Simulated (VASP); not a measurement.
# Re (R-3m) in VASP: a series of runs, part 2 of 2

VASP 6.6.1. Earlier steps stand in the parts before.

## 3. Single point, PBEsol

This run uses another cell than the first one, of 20.09 Å³/atom, 1.274 times its volume.

INCAR

```
SYSTEM = Re
PREC     = Accurate       ! precision mode
ENCUT    = 520            ! plane-wave cutoff, eV
EDIFF    = 1E-6           ! SCF threshold, eV
ISMEAR   = 0              ! smearing method
SIGMA    = 0.1            ! smearing width, eV
LREAL    = .False.        ! projectors in reciprocal space
LASPH    = .True.         ! aspherical terms in the spheres
NELM     = 100            ! most SCF steps
ALGO     = Normal         ! electronic algorithm
ISIF     = 2              ! what is computed and relaxed
LWAVE    = .False.        ! write WAVECAR
LCHARG   = .True.         ! write CHGCAR
GGA      = PS             ! functional
LELF     = .True.         ! ELF
LVHAR    = .True.       
NBANDS   = 54             ! bands
```

KPOINTS

```
regular mesh
0
Gamma
  3 3 3
  0 0 0
```

POSCAR

```
Re
1.0
    3.2790923947      1.8931848768      6.4714647752
   -3.2790923947      1.8931848768      6.4714647752
    0.0000000000     -3.7863697535      6.4714647752
Re
12
Direct
    0.0213846893      0.6375010241      0.0213846893
    0.0213846893      0.0213846893      0.6375010241
    0.6375010241      0.0213846893      0.0213846893
    0.9786153107      0.3624989759      0.9786153107
    0.3624989759      0.9786153107      0.9786153107
    0.9786153107      0.9786153107      0.3624989759
    0.2322486559      0.6155918310      0.2322486559
    0.2322486559      0.2322486559      0.6155918310
    0.6155918310      0.2322486559      0.2322486559
    0.7677513441      0.3844081690      0.7677513441
    0.3844081690      0.7677513441      0.7677513441
    0.7677513441      0.7677513441      0.3844081690
```

Potentials or basis: VASP PAW PBE potentials, release 64 (Re).

Command:

```
$ cat potpaw_PBE.64/Re/POTCAR > POTCAR
$ mpirun -np 1 vasp_std > vasp.out
```

OUTCAR:

```text
SYSTEM = Re
   PREC = Accurate
   ENCUT = 520
   EDIFF = 1E-6
   ISMEAR = 0
   LREAL = .False.
   LASPH = .True.
   NELM = 100
   ISIF = 2
   GGA = PS

 ion  position               nearest neighbor table
   1  0.021  0.638  0.021-   4 2.49   2 2.52   3 2.52  12 2.56  11 2.56   7 2.73
   2  0.021  0.021  0.638-   6 2.49   3 2.52   1 2.52  10 2.56  11 2.56   8 2.73
   3  0.638  0.021  0.021-   5 2.49   2 2.52   1 2.52  12 2.56  10 2.56   9 2.73
   4  0.979  0.362  0.979-   1 2.49   6 2.52   5 2.52   8 2.56   9 2.56  10 2.73
   5  0.362  0.979  0.979-   3 2.49   6 2.52   4 2.52   8 2.56   7 2.56  11 2.73
[... 554 lines left out ...]
  energy-cutoff  :      520.00
  volume of cell :      241.05
      direct lattice vectors                 reciprocal lattice vectors
     3.279092395  1.893184877  6.471464775     0.152481217  0.088035072  0.051508174
    -3.279092395  1.893184877  6.471464775    -0.152481217  0.088035072  0.051508174
     0.000000000 -3.786369753  6.471464775     0.000000000 -0.176070144  0.051508174

 POSITION                                       TOTAL-FORCE (eV/Angst)
 -----------------------------------------------------------------------------------
     -2.02030      1.16642      4.40235        -0.077881      0.044965     -0.048755
      0.00000     -2.33284      4.40235        -0.000000     -0.089930     -0.048755
      2.02030      1.16642      4.40235         0.077881      0.044965     -0.048755
      2.02030     -1.16642     15.01205         0.077881     -0.044965      0.048755
     -2.02030     -1.16642     15.01205        -0.077881     -0.044965      0.048755
      0.00000      2.33284     15.01205        -0.000000      0.089930      0.048755
     -1.25702      0.72574      6.98976        -0.004384      0.002531      0.022723
      0.00000     -1.45148      6.98976        -0.000000     -0.005062      0.022723
      1.25702      0.72574      6.98976         0.004384      0.002531      0.022723
      1.25702     -0.72574     12.42464         0.004384     -0.002531     -0.022723
     -1.25702     -0.72574     12.42464        -0.004384     -0.002531     -0.022723
      0.00000      1.45148     12.42464        -0.000000      0.005062     -0.022723
 -----------------------------------------------------------------------------------
    total drift:                               -0.000000     -0.000000     -0.000000

  FREE ENERGIE OF THE ION-ELECTRON SYSTEM (eV)
  ---------------------------------------------------
  free  energy   TOTEN  =      -144.4657382921 eV

  energy  without entropy=     -144.4015270097  energy(sigma->0) =     -144.43363265
```

It took 1.9 min on 1 thread of AMD EPYC 9R45 (Zen 5), shared host; peak memory 0.38 GiB.

What came out:

- Free energy: -144.4657 eV
- Pressure: -0.7 GPa
- Largest force: 0.102 eV/Å
- Band gap on the k mesh: zero (band 42 reaches 4.66 eV, above the bottom of band 43 at 4.45 eV)

Forces on the atoms (eV/Å):
```
Re  -0.078  0.045 -0.049
Re   0.000 -0.090 -0.049
Re   0.078  0.045 -0.049
Re   0.078 -0.045  0.049
Re  -0.078 -0.045  0.049
Re   0.000  0.090  0.049
Re  -0.004  0.003  0.023
Re   0.000 -0.005  0.023
Re   0.004  0.003  0.023
Re   0.004 -0.003 -0.023
Re  -0.004 -0.003 -0.023
Re   0.000  0.005 -0.023
```

Stress tensor (GPa, compression positive):
```
-0.83  0.00  0.00
 0.00 -0.83  0.00
 0.00  0.00 -0.47
```

Caveat: the k points lie up to 0.38 Å⁻¹ apart; the PAW data sets were made with another functional, which shifts forces and pressure a little; spin-orbit coupling is left out, which moves the levels of the heavy elements.

## 4. Relaxation of cell and atoms, PBEsol

INCAR

```
SYSTEM = Re
PREC = Accurate ; ENCUT = 600
EDIFF = 1E-6 ; ISMEAR = 0
SIGMA = 0.1 ; LREAL = .FALSE.
LASPH = .TRUE. ; NELM = 100
ALGO = Normal ; ISIF = 3
LWAVE = .FALSE. ; LCHARG = .FALSE.
GGA = PS ; IBRION = 2
NSW = 90 ; EDIFFG = -0.04
```

KPOINTS

```
Automatic mesh
0
G
  3 3 3
  0 0 0
```

POSCAR

```
Re
1.0
    3.1754610701      1.8333533036      5.4154381741
   -3.1754610701      1.8333533036      5.4154381741
    0.0000000000     -3.6667066072      5.4154381741
Re
12
Direct
    0.0101900000      0.6536100000      0.0101900000
    0.0101900000      0.0101900000      0.6536100000
    0.6536100000      0.0101900000      0.0101900000
    0.9898100000      0.3463900000      0.9898100000
    0.3463900000      0.9898100000      0.9898100000
    0.9898100000      0.9898100000      0.3463900000
    0.2211800000      0.6306000000      0.2211800000
    0.2211800000      0.2211800000      0.6306000000
    0.6306000000      0.2211800000      0.2211800000
    0.7788200000      0.3694000000      0.7788200000
    0.3694000000      0.7788200000      0.7788200000
    0.7788200000      0.7788200000      0.3694000000
```

Command:

```
$ cat potpaw_PBE.64/Re/POTCAR > POTCAR
$ mpirun -np 1 vasp_std > vasp.out
```

Run time: 37 min. Hardware: 1 thread of AMD EPYC 9R45 (Zen 5), shared host; peak memory 0.41 GiB.

The run converged. Its results:

```
Free energy                            : -144.4531 eV
Relaxed volume                         : 20.05 Å³/atom
Relaxed cell                           : a = 7.508 Å, b = 7.508 Å, c = 7.508 Å, α = 51.67°, β = 51.67°, γ = 51.67°
Space group after relaxing (to 0.05 Å) : R-3m (No. 166)
Energy gained by relaxing              : 1634.1 meV/atom
Ionic steps                            : 22
Pressure after relaxing                : -0.2 GPa
Largest force after relaxing           : 0.028 eV/Å
Band gap on the k mesh                 : zero (band 42 reaches 4.69 eV, above the bottom of band 43 at 4.47 eV)
```

Forces in eV/Å, atoms in the order of the input:
```
Re   0.003 -0.002  0.010
Re   0.000  0.004  0.010
Re  -0.003 -0.002  0.010
Re  -0.003  0.002 -0.010
Re   0.003  0.002 -0.010
Re   0.000 -0.004 -0.010
Re  -0.016  0.009  0.022
Re   0.000 -0.018  0.022
Re   0.016  0.009  0.022
Re   0.016 -0.009 -0.022
Re  -0.016 -0.009 -0.022
Re   0.000  0.018 -0.022
```

Step by step:
| step | energy change (eV) | largest force (eV/Å) | pressure (GPa) | volume (Å³) |
| --- | --- | --- | --- | --- |
| 1 | 0.0000 | 10.6211 | 111.32 | 189.16 |
| 2 | 47.4546 | 5.9294 | -16.65 | 674.50 |
| 3 | 29.7969 | 3.8276 | -25.55 | 506.67 |
| 4 | 8.9505 | 1.8610 | -32.49 | 384.48 |
| 5 | -13.4624 | 3.4452 | -22.44 | 275.42 |
| 6 | -17.2643 | 3.9379 | 9.47 | 229.61 |
| 7 | -17.3634 | 3.9583 | 1.09 | 237.55 |
| 8 | -17.3797 | 3.9589 | 2.89 | 235.70 |
| 9 | -18.8990 | 1.0762 | -8.45 | 254.00 |
| 10 | -19.0594 | 1.1251 | -6.84 | 248.67 |
| 11 | -18.3393 | 2.8596 | 19.30 | 227.93 |
| 12 | -19.3281 | 0.6988 | 0.92 | 241.15 |
| 13 | -19.4615 | 0.2973 | 0.14 | 241.46 |
| 14 | -19.4700 | 0.3108 | -0.05 | 241.56 |
| 15 | -19.5432 | 0.2281 | -0.54 | 241.50 |
| 16 | -19.5775 | 0.3315 | -1.12 | 241.21 |
| 17 | -19.5852 | 0.2607 | -0.97 | 241.33 |
| 18 | -19.5740 | 0.2674 | 3.16 | 237.46 |
| 19 | -19.5961 | 0.1634 | 0.68 | 239.73 |
| 20 | -19.6084 | 0.0496 | 0.11 | 240.34 |
| 21 | -19.6086 | 0.0420 | 0.06 | 240.41 |
| 22 | -19.6091 | 0.0284 | -0.17 | 240.64 |

Final structure:
```
CELL_PARAMETERS angstrom
3.27212 1.88916 6.48806
-3.27212 1.88916 6.48806
0.00000 -3.77832 6.48806
ATOMIC_POSITIONS crystal
Re 0.02083 0.63762 0.02083
Re 0.02083 0.02083 0.63762
Re 0.63762 0.02083 0.02083
Re 0.97917 0.36238 0.97917
Re 0.36238 0.97917 0.97917
Re 0.97917 0.97917 0.36238
Re 0.23212 0.61601 0.23212
Re 0.23212 0.23212 0.61601
Re 0.61601 0.23212 0.23212
Re 0.76788 0.38399 0.76788
Re 0.38399 0.76788 0.76788
Re 0.76788 0.76788 0.38399
```

Levels at points of the mesh, in eV from the Fermi level:
| k point | band 40 | band 41 | band 42 | band 43 | band 44 | band 45 |
| --- | --- | --- | --- | --- | --- | --- |
| (0.00, 0.00, 0.00) | -0.35 | 0.11 | 0.11 | 0.14 | 0.14 | 0.53 |

Caveat: the k points lie up to 0.38 Å⁻¹ apart in the final cell; the volume moved by over 15 % at a fixed basis, so the end points are rough; the PAW data sets were made with another functional, which shifts forces and pressure a little; spin-orbit coupling is left out, which moves the levels of the heavy elements.

## 5. The runs side by side

```tsv
task	cell	k mesh	cutoff (eV)	gap on the mesh (eV)	pressure (GPa)	largest force (eV/Å)
single point	a = 6.540 Å, angles 58.1°, 12 atoms	6 × 6 × 6	520	none	111.6	10.66
single point	a = 7.498 Å, angles 51.9°, 12 atoms	3 × 3 × 3	520	none	-0.7	0.10
relaxation of cell and atoms	relaxed from a = 6.540 Å, angles 58.1°, 12 atoms	3 × 3 × 3	600	none	-0.2	0.03
```

Alike in all rows: level PBEsol; potentials or basis VASP PAW PBE potentials, release 64 (Re); no spin polarisation; smearing gaussian 0.1 eV.

Caveats: some runs use coarse meshes; the PAW data sets were made with another functional, which shifts forces and pressure a little; spin-orbit coupling is left out, which moves the levels of the heavy elements; the volume moved by over 15 % at a fixed basis, so the end points are rough (some runs).

Absolute energies hang on the potentials; compare differences alone.
